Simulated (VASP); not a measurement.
# Zn2S (P4/nmm) in VASP: a series of runs

The runs below take Zn2S through relaxation of cell and atoms, single point, with PBE.

Everything below comes from runs of VASP 6.6.1. Logs are shortened: lines on timing, memory, paths and dates and some standing lists are left out, and cuts for length are marked.

**1. The cell of the first run**

The structure is tetragonal, space group P4/nmm (No. 129). The conventional cell has a = 3.575 Å, b = 3.575 Å, c = 8.756 Å, α = 90.00°, β = 90.00°, γ = 90.00°. Zn (site symmetry -4m2) has 4 Zn at 2.53 Å within 3.3 Å. Zn (site symmetry 4mm) has 5 S at 2.47 to 2.56 Å and 4 Zn at 3.27 Å within 3.3 Å. S (site symmetry 4mm) has 5 Zn at 2.47 to 2.56 Å within 3.3 Å.

**2. Relaxation of cell and atoms, PBE**

The input, INCAR:

```
ALGO = Normal ; EDIFF = 1E-7
EDIFFG = -0.04 ; ENCUT = 600
GGA = PE ; IBRION = 2
ISIF = 3 ; ISMEAR = 0
LASPH = True ; LCHARG = False
LREAL = False ; LWAVE = False
NELM = 100 ; NSW = 90
PREC = Accurate ; SIGMA = 0.1
```

The input, KPOINTS:

```
k-points
0
Gamma
  6 6 2
```

The input, POSCAR:

```
Zn2S
1.0
    3.5749118935      0.0000000000      0.0000000000
    0.0000000000      3.5749118935      0.0000000000
    0.0000000000      0.0000000000      8.7555934773
Zn S
4 2
Direct
    0.0000000000      0.0000000000      0.0000000000
    0.5000000000      0.5000000000      0.0000000000
    0.5000000000      0.0000000000      0.3815120266
    0.0000000000      0.5000000000      0.6184879734
    0.5000000000      0.0000000000      0.6637924214
    0.0000000000      0.5000000000      0.3362075786
```

Potentials or basis: VASP PAW PBE potentials, release 64 (Zn, S).

The run is started by

```
> cat potpaw_PBE.64/Zn/POTCAR potpaw_PBE.64/S/POTCAR > POTCAR
> mpirun -np 1 vasp_std > vasp.out
```

OUTCAR:

```text
EDIFF = 1E-7
   EDIFFG = -0.04
   ENCUT = 600
   GGA = PE
   IBRION = 2
   ISIF = 3
   ISMEAR = 0
   LASPH = True
   LREAL = False
   NELM = 100
   NSW = 90
   PREC = Accurate

 ion  position               nearest neighbor table
   1  0.000  0.000  0.000-   2 2.53   2 2.53   2 2.53   2 2.53
   2  0.500  0.500  0.000-   1 2.53   1 2.53   1 2.53   1 2.53
   3  0.500  0.000  0.382-   5 2.47   6 2.56   6 2.56   6 2.56   6 2.56
   4  0.000  0.500  0.618-   6 2.47   5 2.56   5 2.56   5 2.56   5 2.56
   5  0.500  0.000  0.664-   3 2.47   4 2.56   4 2.56   4 2.56   4 2.56
   6  0.000  0.500  0.336-   4 2.47   3 2.56   3 2.56   3 2.56   3 2.56

  LATTYP: Found a simple tetragonal cell.
 ALAT       =     3.5749118935
 C/A-ratio  =     2.4491774170

  Lattice vectors:

 A1 = (   3.5749118935,   0.0000000000,   0.0000000000)
 A2 = (   0.0000000000,   3.5749118935,   0.0000000000)
 A3 = (   0.0000000000,   0.0000000000,   8.7555934773)

Analysis of symmetry for initial positions (statically):
=====================================================================
 Subroutine PRICEL returns:
 Original cell was already a primitive cell.

 Routine SETGRP: Setting up the symmetry group for a
 simple tetragonal supercell.

 Subroutine GETGRP returns: Found 16 space group operations
 (whereof  8 operations were pure point group operations)
 out of a pool of 16 trial point group operations.

The static configuration has the point symmetry D_2d.
 The point group associated with its full space group is D_4h.

Analysis of symmetry for dynamics (positions and initial velocities):
=====================================================================
 Subroutine PRICEL returns:
 Original cell was already a primitive cell.

 Routine SETGRP: Setting up the symmetry group for a
 simple tetragonal supercell.

 Subroutine GETGRP returns: Found 16 space group operations
 (whereof  8 operations were pure point group operations)
 out of a pool of 16 trial point group operations.

The dynamic configuration has the point symmetry D_2d.
 The point group associated with its full space group is D_4h.

 Subroutine INISYM returns: Found 16 space group operations
 (whereof  8 operations are pure point group operations),
 and found     1 'primitive' translations

----------------------------------------------------------------------------------------

                                     Primitive cell

  volume of cell :     111.8964

  direct lattice vectors                    reciprocal lattice vectors
     3.574911893  0.000000000  0.000000000     0.279727174  0.000000000  0.000000000
     0.000000000  3.574911893  0.000000000     0.000000000  0.279727174  0.000000000
     0.000000000  0.000000000  8.755593477     0.000000000  0.000000000  0.114212703

  length of vectors
     3.574911893  3.574911893  8.755593477     0.279727174  0.279727174  0.114212703

  position of ions in fractional coordinates (direct lattice)
     0.000000000  0.000000000  0.000000000
     0.500000000  0.500000000  0.000000000
     0.500000000  0.000000000  0.381512027
     0.000000000  0.500000000  0.618487973
     0.500000000  0.000000000  0.663792421
     0.000000000  0.500000000  0.336207579

  ion indices of the primitive-cell ions
   primitive index   ion index
                 1           1
                 2           2
                 3           3
                 4           4
                 5           5
                 6           6

----------------------------------------------------------------------------------------

 KPOINTS: k-points

Automatic generation of k-mesh.
 Grid dimensions read from file:
 generate k-points for:    6    6    2

 Generating k-lattice:

  Cartesian coordinates                     Fractional coordinates (reciprocal lattice)
     0.046621196  0.000000000  0.000000000     0.166666667  0.000000000  0.000000000
     0.000000000  0.046621196  0.000000000     0.000000000  0.166666667  0.000000000
     0.000000000  0.000000000  0.057106352     0.000000000  0.000000000  0.500000000

  Length of vectors
     0.046621196  0.046621196  0.057106352

  Shift w.r.t. Gamma in fractional coordinates (k-lattice)
     0.000000000  0.000000000  0.000000000

 Subroutine IBZKPT returns following result:
 ===========================================

 Found     20 irreducible k-points:

 Following reciprocal coordinates:
            Coordinates               Weight
  0.000000  0.000000  0.000000      1.000000
  0.166667  0.000000  0.000000      4.000000
  0.333333  0.000000  0.000000      4.000000
  0.500000  0.000000  0.000000      2.000000
  0.166667  0.166667  0.000000      4.000000
  0.333333  0.166667  0.000000      8.000000
[... 12 lines left out ...]
  0.500000  0.333333  0.500000      4.000000
  0.500000  0.500000  0.500000      1.000000
   k-points           NKPTS =     20   k-points in BZ     NKDIM =     20   number of bands    NBANDS=     36
   number of dos      NEDOS =    301   number of ions     NIONS =      6
   total plane-waves  NPLWV =  63000
   dimension x,y,z NGX =    30 NGY =   30 NGZ =   70
   dimension x,y,z NGXF=    60 NGYF=   60 NGZF=  140
   ions per type =               4   2
   NGX,Y,Z   is equivalent  to a cutoff of  13.95, 13.95, 13.29 a.u.
   NGXF,Y,Z  is equivalent  to a cutoff of  27.90, 27.90, 26.58 a.u.
 SYSTEM =  unknown system
   PREC   = accura    normal or accurate (medium, high low for compatibility)
   ISTART =      0    job   : 0-new  1-cont  2-samecut
   ICHARG =      2    charge: 1-file 2-atom 10-const
   ISPIN  =      1    spin polarized calculation?
   LNONCOLLINEAR =      F non collinear calculations
   LSORBIT =      F    spin-orbit coupling
   LASPH  =      T    aspherical Exc in radial PAW
   ENCUT  =  600.0 eV  44.10 Ry    6.64 a.u.   7.14  7.14 17.49*2*pi/ulx,y,z
   NELM   =    100;   NELMIN=  2; NELMDL= -5     # of ELM steps
   EDIFF  = 0.1E-06   stopping-criterion for ELM
   LREAL  =      F    real-space projection
   EDIFFG = -.4E-01   stopping-criterion for IOM
   NSW    =     90    number of steps for IOM
   IBRION =      2    ionic relax: 0-MD 1-quasi-New 2-CG
   NFREE  =      1    steps in history (QN), initial steepest desc. (CG)
   ISIF   =      3    stress and relaxation
   ISYM   =      2    0-nonsym 1-usesym 2-fastsym
   POTIM  = 0.5000    time-step for ionic-motion
   TEBEG  =    0.0;   TEEND  =   0.0 temperature during run
   PSTRESS=    0.0 pullay stress
   NELECT =      60.0000    total number of electrons
   NUPDOWN=      -1.0000    fix difference up-down
   EMIN   =  10.00;   EMAX   =-10.00  energy-range for DOS
   EFERMI =   0.00;   METHOD = LEGACY
   ISMEAR =     0;   SIGMA  =   0.10  broadening in eV -4-tet -1-fermi 0-gaus
   EFERMI_NEDOS =   21; number of points for ismear=-14 and -15
   IALGO  =     38    algorithm
   IMIX   =      4    mixing-type and parameters
     AMIX     =   0.40;   BMIX     =  1.00
     AMIX_MAG =   1.60;   BMIX_MAG =  1.00
  volume/ion in A,a.u.               =      18.65       125.85
  Fermi-wavevector in a.u.,A,eV,Ry     =   1.330005  2.513344 24.067514  1.768912
  Thomas-Fermi vector in A             =   2.459124
   LORBIT       =      0    0 simple, 1 ext, 2 COOP (PROOUT), +10 PAW based schemes
   GGA     = PE    functional components
   LHFCALC =     F    Hartree Fock is set to
   AEXX    =    0.0000 exact exchange contribution
   IVDW    =     0    specifies the selected vdW correction
   LEPSILON=     F    determine dielectric tensor
   LRPA    =     F    only Hartree local field effects (RPA)
 conjugate gradient relaxation of ions
 non-spin polarized calculation
 Gauss-broadening in eV      SIGMA  =   0.10
  energy-cutoff  :      600.00
  volume of cell :      111.90
 maximum number of plane-waves:      3772
 NGX is ok and might be reduce to    30
   NGX = 15   NGY = 15   NGZ = 35

--------------------------------------- Ionic step        1  -------------------------------------------

 number of electron      59.9999990 magnetization

 Free energy of the ion-electron system (eV)
  ---------------------------------------------------
  ext. energy  EPLUGINS =         0.00000000
  ---------------------------------------------------
  free energy    TOTEN  =       -13.71440771 eV

  energy without entropy =      -13.70425814  energy(sigma->0) =      -13.70933293

------------------------ aborting loop because EDIFF is reached ----------------------------------------

  FORCE on cell =-STRESS in cart. coord.  units (eV):
  Direction    XX          YY          ZZ          XY          YZ          ZX
  --------------------------------------------------------------------------------------
  -------------------------------------------------------------------------------------
  Total       -0.6258665     -0.6258665     -0.5234744      0.0000000      0.0000000      0.0000000
  in kB       -8.9614037     -8.9614037     -7.4953120      0.0000000      0.0000000      0.0000000
  external PRESSURE =      -8.4727065 kB  Pullay stress =       0.0000000 kB
[... 265 lines left out ...]
  energy  without entropy=      -13.7183649598  energy(sigma->0) =      -13.72237377

--------------------------------------- Ionic step        8  -------------------------------------------

 number of electron      60.0000004 magnetization

 Free energy of the ion-electron system (eV)
  ---------------------------------------------------
  ext. energy  EPLUGINS =         0.00000000
  ---------------------------------------------------
  free energy    TOTEN  =       -13.72672077 eV

  energy without entropy =      -13.71889088  energy(sigma->0) =      -13.72280582

 E-fermi :   3.3421     XC(G=0): -10.3740

 val. band max:        3.2831505995   @ k =   0.5000   0.3333   0.5000
 cond. band min:       3.3987935894   @ k =   0.3333   0.3333   0.5000
 fundamental gap:      0.1156429899
 Fermi energy:         3.3420712974

 k-point     1 :       0.0000    0.0000    0.0000
  band No.  band energies     occupation
      1     -11.0276      2.00000
      2     -10.1592      2.00000
      3      -4.9888      2.00000
      4      -4.6232      2.00000
      5      -4.5384      2.00000
      6      -4.0344      2.00000
[... 802 lines left out ...]
  FREE ENERGIE OF THE ION-ELECTRON SYSTEM (eV)
  ---------------------------------------------------
  free  energy   TOTEN  =       -13.7267207704 eV

  energy  without entropy=      -13.7188908765  energy(sigma->0) =      -13.72280582

 reached required accuracy - stopping structural energy minimisation
```

Run time: 5 min. Hardware: 1 thread of Intel Xeon 6975P-C (Granite Rapids), shared host; peak memory 0.28 GiB.

Results:

```yaml
Free_energy: -13.7267 eV
Relaxed_volume: 18.20 Å³/atom
Relaxed_cell: a = 3.564 Å, b = 3.564 Å, c = 8.598 Å, α = 90.00°, β = 90.00°, γ = 90.00°
Space_group_after_relaxing_to_0.05_Å: P4/nmm (No. 129)
Energy_gained_by_relaxing: 2.1 meV/atom
Ionic_steps: 8
Pressure_after_relaxing: -0.1 GPa
Largest_force_after_relaxing: 0.009 eV/Å
Band_gap_on_the_k_mesh: zero (band 30 reaches 4.63 eV, above the bottom of band 31 at 2.77 eV)
```

Forces in eV/Å, atoms in the order of the input:
```
Zn   0.000  0.000  0.000
Zn   0.000  0.000  0.000
Zn   0.000  0.000  0.006
Zn   0.000  0.000 -0.006
S    0.000  0.000  0.009
S    0.000  0.000 -0.009
```

Step by step:
```
step  energy change (eV)  largest force (eV/Å)  pressure (GPa)  volume (Å³)
   1              0.0000                0.1014           -0.85       111.90
   2             -0.0049                0.1086            0.07       110.31
   3             -0.0049                0.1085            0.07       110.32
   4             -0.0062                0.0988            0.06       110.22
   5             -0.0093                0.0677            0.04       109.93
   6             -0.0120                0.0417           -0.01       109.34
   7             -0.0120                0.0442           -0.01       109.29
   8             -0.0123                0.0086           -0.07       109.19
```

Final structure:
```xyz
6
Lattice="3.5637 0.0000 0.0000 0.0000 3.5637 0.0000 0.0000 0.0000 8.5978" Properties=species:S:1:pos:R:3 pbc="T T T"
Zn    0.0000    0.0000    0.0000
Zn    1.7819    1.7819    0.0000
Zn    1.7819    0.0000    3.2146
Zn    0.0000    1.7819    5.3833
S     1.7819    0.0000    5.6974
S     0.0000    1.7819    2.9004
```

(Continued in part 2 of 2.)
